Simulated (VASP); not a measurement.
# SnO2 (P4_2/mnm) in VASP: further runs

The runs below take SnO2 through electric field gradients, with LDA.

Program: VASP 6.6.1. These are calculated values, not measurements. Logs are shortened: lines on timing, memory, paths and dates and some standing lists are left out, and cuts for length are marked.

### 1 The cell of the first run

The structure is tetragonal, space group P4_2/mnm (No. 136). The conventional cell has a = 4.706 Å, b = 4.706 Å, c = 3.165 Å, α = 90.00°, β = 90.00°, γ = 90.00°. Sn (site symmetry mmm) has 6 O at 2.03 to 2.04 Å within 2.7 Å. Within 2.7 Å of O (site symmetry m2m) lie 3 Sn at 2.03 to 2.04 Å and 1 O at 2.59 Å.

### 2 Electric field gradients, LDA (volume scaled by 0.98)

INCAR

```
SYSTEM = SnO2
PREC     = Accurate       ! precision mode
ENCUT    = 520            ! plane-wave cutoff, eV
EDIFF    = 1E-8           ! SCF threshold, eV
ISMEAR   = -1             ! smearing method
SIGMA    = 0.03           ! smearing width, eV
LREAL    = .FALSE.        ! projectors in reciprocal space
LASPH    = .TRUE.         ! aspherical terms in the spheres
NELM     = 80             ! most SCF steps
ALGO     = Normal         ! electronic algorithm
ISIF     = 2              ! what is computed and relaxed
LWAVE    = .FALSE.        ! write WAVECAR
LCHARG   = .FALSE.        ! write CHGCAR
GGA      = CA             ! functional
LEFG     = .TRUE.       
NBANDS   = 35             ! bands
```

KPOINTS

```
regular mesh
0
G
  4 4 6
  0 0 0
```

POSCAR

```
SnO2
1.0
    4.7055547467      0.0000000000      0.0000000000
    0.0000000000      4.7055547467      0.0000000000
    0.0000000000      0.0000000000      3.1650141207
Sn O
2 4
Direct
    0.0000000000      0.0000000000      0.0000000000
    0.5000000000      0.5000000000      0.5000000000
    0.3056200000      0.3056200000      0.0000000000
    0.1943800000      0.8056200000      0.5000000000
    0.6943800000      0.6943800000      0.0000000000
    0.8056200000      0.1943800000      0.5000000000
```

Potentials or basis: VASP PAW LDA potentials, release 64 (Sn_d, O).

On the command line:

```sh
cat potpaw_LDA.64/Sn_d/POTCAR potpaw_LDA.64/O/POTCAR > POTCAR
mpirun -np 1 vasp_std > vasp.out
```

OUTCAR:

```text
SYSTEM = SnO2
   PREC = Accurate
   ENCUT = 520
   EDIFF = 1E-8
   ISMEAR = -1
   LREAL = .FALSE.
   LASPH = .TRUE.
   NELM = 80
   ISIF = 2
   GGA = CA

 ion  position               nearest neighbor table
   1  0.000  0.000  0.000-   3 2.03   5 2.03   4 2.04   6 2.04   4 2.04   6 2.04   2 3.68   2 3.68
                             2 3.68   2 3.68   2 3.68   2 3.68   2 3.68   2 3.68
   2  0.500  0.500  0.500-   4 2.03   6 2.03   5 2.04   3 2.04   3 2.04   5 2.04   1 3.68   1 3.68
                             1 3.68   1 3.68   1 3.68   1 3.68   1 3.68   1 3.68
   3  0.306  0.306  0.000-   1 2.03   2 2.04   2 2.04
   4  0.194  0.806  0.500-   2 2.03   1 2.04   1 2.04
   5  0.694  0.694  0.000-   1 2.03   2 2.04   2 2.04
   6  0.806  0.194  0.500-   2 2.03   1 2.04   1 2.04

  LATTYP: Found a simple tetragonal cell.
 ALAT       =     4.7055547467
 C/A-ratio  =     0.6726123254

  Lattice vectors:

 A1 = (   4.7055547467,   0.0000000000,   0.0000000000)
 A2 = (   0.0000000000,   4.7055547467,   0.0000000000)
 A3 = (   0.0000000000,   0.0000000000,   3.1650141207)

Analysis of symmetry for initial positions (statically):
=====================================================================
 Subroutine PRICEL returns:
 Original cell was already a primitive cell.

 Routine SETGRP: Setting up the symmetry group for a
 simple tetragonal supercell.

 Subroutine GETGRP returns: Found 16 space group operations
 (whereof  8 operations were pure point group operations)
 out of a pool of 16 trial point group operations.

The static configuration has the point symmetry D_2h.
 The point group associated with its full space group is D_4h.

Analysis of symmetry for dynamics (positions and initial velocities):
=====================================================================
 Subroutine PRICEL returns:
 Original cell was already a primitive cell.

 Routine SETGRP: Setting up the symmetry group for a
 simple tetragonal supercell.

 Subroutine GETGRP returns: Found 16 space group operations
 (whereof  8 operations were pure point group operations)
 out of a pool of 16 trial point group operations.

The dynamic configuration has the point symmetry D_2h.
 The point group associated with its full space group is D_4h.

 Subroutine INISYM returns: Found 16 space group operations
 (whereof  8 operations are pure point group operations),
 and found     1 'primitive' translations

----------------------------------------------------------------------------------------

                                     Primitive cell

  volume of cell :      70.0805

  direct lattice vectors                    reciprocal lattice vectors
     4.705554747  0.000000000  0.000000000     0.212514794  0.000000000  0.000000000
     0.000000000  4.705554747  0.000000000     0.000000000  0.212514794  0.000000000
     0.000000000  0.000000000  3.165014121     0.000000000  0.000000000  0.315954357

  length of vectors
     4.705554747  4.705554747  3.165014121     0.212514794  0.212514794  0.315954357

  position of ions in fractional coordinates (direct lattice)
     0.000000000  0.000000000  0.000000000
     0.500000000  0.500000000  0.500000000
     0.305620000  0.305620000  0.000000000
     0.194380000  0.805620000  0.500000000
     0.694380000  0.694380000  0.000000000
     0.805620000  0.194380000  0.500000000

  ion indices of the primitive-cell ions
   primitive index   ion index
                 1           1
                 2           2
                 3           3
                 4           4
                 5           5
                 6           6

----------------------------------------------------------------------------------------

 KPOINTS: regular mesh

Automatic generation of k-mesh.
 Grid dimensions read from file:
 generate k-points for:    4    4    6

 Generating k-lattice:

  Cartesian coordinates                     Fractional coordinates (reciprocal lattice)
     0.053128699  0.000000000  0.000000000     0.250000000  0.000000000  0.000000000
     0.000000000  0.053128699  0.000000000     0.000000000  0.250000000  0.000000000
     0.000000000  0.000000000  0.052659059     0.000000000  0.000000000  0.166666667

  Length of vectors
     0.053128699  0.053128699  0.052659059

  Shift w.r.t. Gamma in fractional coordinates (k-lattice)
     0.000000000  0.000000000  0.000000000

 Subroutine IBZKPT returns following result:
 ===========================================

 Found     24 irreducible k-points:

 Following reciprocal coordinates:
            Coordinates               Weight
  0.000000  0.000000  0.000000      1.000000
  0.250000  0.000000  0.000000      4.000000
  0.500000  0.000000  0.000000      2.000000
  0.250000  0.250000  0.000000      4.000000
  0.500000  0.250000  0.000000      4.000000
  0.500000  0.500000  0.000000      1.000000
[... 16 lines left out ...]
  0.500000  0.250000  0.500000      4.000000
  0.500000  0.500000  0.500000      1.000000
   k-points           NKPTS =     24   k-points in BZ     NKDIM =     24   number of bands    NBANDS=     35
   number of dos      NEDOS =    301   number of ions     NIONS =      6
   total plane-waves  NPLWV =  31104
   dimension x,y,z NGX =    36 NGY =   36 NGZ =   24
   dimension x,y,z NGXF=    72 NGYF=   72 NGZF=   48
   ions per type =               2   4
   NGX,Y,Z   is equivalent  to a cutoff of  12.72, 12.72, 12.61 a.u.
   NGXF,Y,Z  is equivalent  to a cutoff of  25.44, 25.44, 25.21 a.u.
 SYSTEM =  SnO2
   PREC   = accura    normal or accurate (medium, high low for compatibility)
   ISTART =      0    job   : 0-new  1-cont  2-samecut
   ICHARG =      2    charge: 1-file 2-atom 10-const
   ISPIN  =      1    spin polarized calculation?
   LNONCOLLINEAR =      F non collinear calculations
   LSORBIT =      F    spin-orbit coupling
   LASPH  =      T    aspherical Exc in radial PAW
   ENCUT  =  520.0 eV  38.22 Ry    6.18 a.u.   8.75  8.75  5.88*2*pi/ulx,y,z
   NELM   =     80;   NELMIN=  2; NELMDL= -5     # of ELM steps
   EDIFF  = 0.1E-07   stopping-criterion for ELM
   LREAL  =      F    real-space projection
   EDIFFG = 0.1E-06   stopping-criterion for IOM
   NSW    =      0    number of steps for IOM
   IBRION =     -1    ionic relax: 0-MD 1-quasi-New 2-CG
   NFREE  =      0    steps in history (QN), initial steepest desc. (CG)
   ISIF   =      2    stress and relaxation
   ISYM   =      2    0-nonsym 1-usesym 2-fastsym
   POTIM  = 0.5000    time-step for ionic-motion
   TEBEG  =    0.0;   TEEND  =   0.0 temperature during run
   PSTRESS=    0.0 pullay stress
   NELECT =      52.0000    total number of electrons
   NUPDOWN=      -1.0000    fix difference up-down
   EMIN   =  10.00;   EMAX   =-10.00  energy-range for DOS
   EFERMI =   0.00;   METHOD = LEGACY
   ISMEAR =    -1;   SIGMA  =   0.03  broadening in eV -4-tet -1-fermi 0-gaus
   EFERMI_NEDOS =   21; number of points for ismear=-14 and -15
   IALGO  =     38    algorithm
   IMIX   =      4    mixing-type and parameters
     AMIX     =   0.40;   BMIX     =  1.00
     AMIX_MAG =   1.60;   BMIX_MAG =  1.00
  volume/ion in A,a.u.               =      11.68        78.82
  Fermi-wavevector in a.u.,A,eV,Ry     =   1.482098  2.800759 29.886743  2.196614
  Thomas-Fermi vector in A             =   2.595926
   LORBIT       =      0    0 simple, 1 ext, 2 COOP (PROOUT), +10 PAW based schemes
   GGA     = CA    functional components
   LHFCALC =     F    Hartree Fock is set to
   AEXX    =    0.0000 exact exchange contribution
   IVDW    =     0    specifies the selected vdW correction
   LEPSILON=     F    determine dielectric tensor
   LRPA    =     F    only Hartree local field effects (RPA)
 non-spin polarized calculation
  energy-cutoff  :      520.00
  volume of cell :       70.08
 maximum number of plane-waves:      1915
 NGX is ok and might be reduce to    36
   NGX = 17   NGY = 17   NGZ = 11

 number of electron      51.9999978 magnetization

 Free energy of the ion-electron system (eV)
  ---------------------------------------------------
  ext. energy  EPLUGINS =         0.00000000
  ---------------------------------------------------
  free energy    TOTEN  =       -42.25681149 eV

  energy without entropy =      -42.25681149  energy(sigma->0) =      -42.25681149

 E-fermi :   6.7058     XC(G=0): -11.9095

 val. band max:        6.1171288331   @ k =   0.0000   0.0000   0.0000
 cond. band min:       7.4977535619   @ k =   0.0000   0.0000   0.0000
 fundamental gap:      1.3806247288
 Fermi energy:         6.7057673543

 k-point     1 :       0.0000    0.0000    0.0000
  band No.  band energies     occupation
      1     -14.9368      2.00000
      2     -14.1273      2.00000
      3     -13.8186      2.00000
      4     -13.7980      2.00000
      5     -13.7980      2.00000
      6     -13.7194      2.00000
[... 27 lines left out ...]
     34      18.2560      0.00000
     35      18.6074      0.00000

 k-point     2 :       0.2500    0.0000    0.0000
  band No.  band energies     occupation
      1     -14.8379      2.00000
      2     -14.2466      2.00000
      3     -13.8181      2.00000
      4     -13.7936      2.00000
      5     -13.7934      2.00000
      6     -13.7843      2.00000
[... 27 lines left out ...]
     34      18.1916      0.00000
     35      18.5282      0.00000
[... 796 lines left out ...]
     34      17.5866      0.00000
     35      18.7997      0.00000

 k-point    24 :       0.5000    0.5000    0.5000
  band No.  band energies     occupation
      1     -14.6614      2.00000
      2     -14.6614      2.00000
      3     -14.1707      2.00000
      4     -14.1707      2.00000
      5     -13.6478      2.00000
      6     -13.6478      2.00000
[... 27 lines left out ...]
     34      17.2403      0.00000
     35      19.1072      0.00000

------------------------ aborting loop because EDIFF is reached ----------------------------------------

  FORCE on cell =-STRESS in cart. coord.  units (eV):
  Direction    XX          YY          ZZ          XY          YZ          ZX
  --------------------------------------------------------------------------------------
  -------------------------------------------------------------------------------------
  Total        1.6813682      1.6813682      2.6870968      0.0000000      0.0000000      0.0000000
  in kB       38.4393554     38.4393554     61.4322731      0.0000000      0.0000000      0.0000000
  external PRESSURE =      46.1036613 kB  Pullay stress =       0.0000000 kB

 VOLUME and BASIS-vectors are now :
 -----------------------------------------------------------------------------
  energy-cutoff  :      520.00
  volume of cell :       70.08
      direct lattice vectors                 reciprocal lattice vectors
     4.705554747  0.000000000  0.000000000     0.212514794  0.000000000  0.000000000
     0.000000000  4.705554747  0.000000000     0.000000000  0.212514794  0.000000000
     0.000000000  0.000000000  3.165014121     0.000000000  0.000000000  0.315954357

 POSITION                                       TOTAL-FORCE (eV/Angst)
 -----------------------------------------------------------------------------------
      0.00000      0.00000      0.00000         0.000000     -0.000000      0.000000
      2.35278      2.35278      1.58251         0.000000     -0.000000      0.000000
      1.43811      1.43811      0.00000        -0.015850     -0.015850     -0.000000
      0.91467      3.79089      1.58251         0.015850     -0.015850     -0.000000
      3.26744      3.26744      0.00000         0.015850      0.015850      0.000000
      3.79089      0.91467      1.58251        -0.015850      0.015850      0.000000
 -----------------------------------------------------------------------------------
    total drift:                                0.000000      0.000000      0.000000

  FREE ENERGIE OF THE ION-ELECTRON SYSTEM (eV)
  ---------------------------------------------------
  free  energy   TOTEN  =       -42.2568114921 eV

  energy  without entropy=      -42.2568114921  energy(sigma->0) =      -42.25681149

 Electric field gradients (V/A^2)
---------------------------------------------------------------------
 ion       V_xx      V_yy      V_zz      V_xy      V_xz      V_yz
---------------------------------------------------------------------
   1      25.620    25.620   -51.239   -34.411    -0.000     0.000
   2      25.620    25.620   -51.239    34.411    -0.000     0.000
   3     -22.775   -22.775    45.550    79.794     0.000     0.000
   4     -22.775   -22.775    45.550   -79.794    -0.000     0.000
   5     -22.775   -22.775    45.550    79.794    -0.000     0.000
   6     -22.775   -22.775    45.550   -79.794     0.000    -0.000
---------------------------------------------------------------------

 Electric field gradients after diagonalization (V/A^2)
 (convention: |V_zz| > |V_xx| > |V_yy|)
----------------------------------------------------------------------
 ion       V_xx      V_yy      V_zz     asymmetry (V_yy - V_xx)/ V_zz
----------------------------------------------------------------------
   1     -51.239    -8.791    60.031       0.707
   2     -51.239    -8.791    60.031       0.707
   3      57.019    45.550  -102.569       0.112
   4      57.019    45.550  -102.569       0.112
   5      57.019    45.550  -102.569       0.112
   6      57.019    45.550  -102.569       0.112
----------------------------------------------------------------------

           NMR quadrupolar parameters

 Cq : quadrupolar parameter    Cq=e*Q*V_zz/h
 eta: asymmetry parameters     (V_yy - V_xx)/ V_zz
 Q  : nuclear electric quadrupole moment in mb (millibarn)
----------------------------------------------------------------------
 ion       Cq(MHz)       eta       Q (mb)
----------------------------------------------------------------------
   1       0.145       0.707       1.000
   2       0.145       0.707       1.000
   3      -0.248       0.112       1.000
   4      -0.248       0.112       1.000
   5      -0.248       0.112       1.000
   6      -0.248       0.112       1.000
----------------------------------------------------------------------
```

It took 92 s on 1 thread of Intel Xeon 8259CL, shared host; peak memory 0.18 GiB.

Results:

```yaml
Free_energy: -42.2568 eV
Pressure: 4.6 GPa
Largest_force: 0.022 eV/Å
Band_gap_on_the_k_mesh: 1.38 eV, direct
```

Forces on the atoms (eV/Å):
```
Sn   0.000  0.000  0.000
Sn   0.000  0.000  0.000
O   -0.016 -0.016  0.000
O    0.016 -0.016  0.000
O    0.016  0.016  0.000
O   -0.016  0.016  0.000
```

Stress tensor (GPa, compression positive):
```
3.84 0.00 0.00
0.00 3.84 0.00
0.00 0.00 6.14
```

Levels at points of the mesh, in eV from the valence-band top:
```
           k point  band 23  band 24  band 25  band 26  band 27  band 28  band 29  band 30
(0.00, 0.00, 0.00)    -1.26    -0.83    -0.83     0.00     1.38     6.16     6.18     6.18
(0.50, 0.00, 0.00)    -1.22    -1.22    -0.66    -0.66     4.53     4.53     6.96     6.96
(0.50, 0.50, 0.00)    -1.35    -1.35    -0.94    -0.94     4.94     4.94     7.46     7.46
(0.00, 0.00, 0.50)    -1.77    -1.77    -1.31    -1.31     6.25     6.25     9.63     9.63
(0.50, 0.00, 0.50)    -1.17    -1.17    -0.71    -0.71     6.53     6.53     8.00     8.00
(0.50, 0.50, 0.50)    -1.01    -1.01    -0.88    -0.88     4.85     4.85     8.73     8.73
```

Electric field gradients, principal values (V/Å²):
| atom | least | middle | greatest (by size) |
| --- | --- | --- | --- |
| 1 Sn | -8.791 | -51.239 | 60.031 |
| 2 Sn | -8.791 | -51.239 | 60.031 |
| 3 O | 45.550 | 57.019 | -102.569 |
| 4 O | 45.550 | 57.019 | -102.569 |
| 5 O | 45.550 | 57.019 | -102.569 |
| 6 O | 45.550 | 57.019 | -102.569 |

Caveat: without QUAD_EFG the Cq values of the log hold for a quadrupole moment of 1 mb, not for the nuclei; spin-orbit coupling is left out, which moves the levels of the heavy elements.

(Continued in part 2 of 3.)
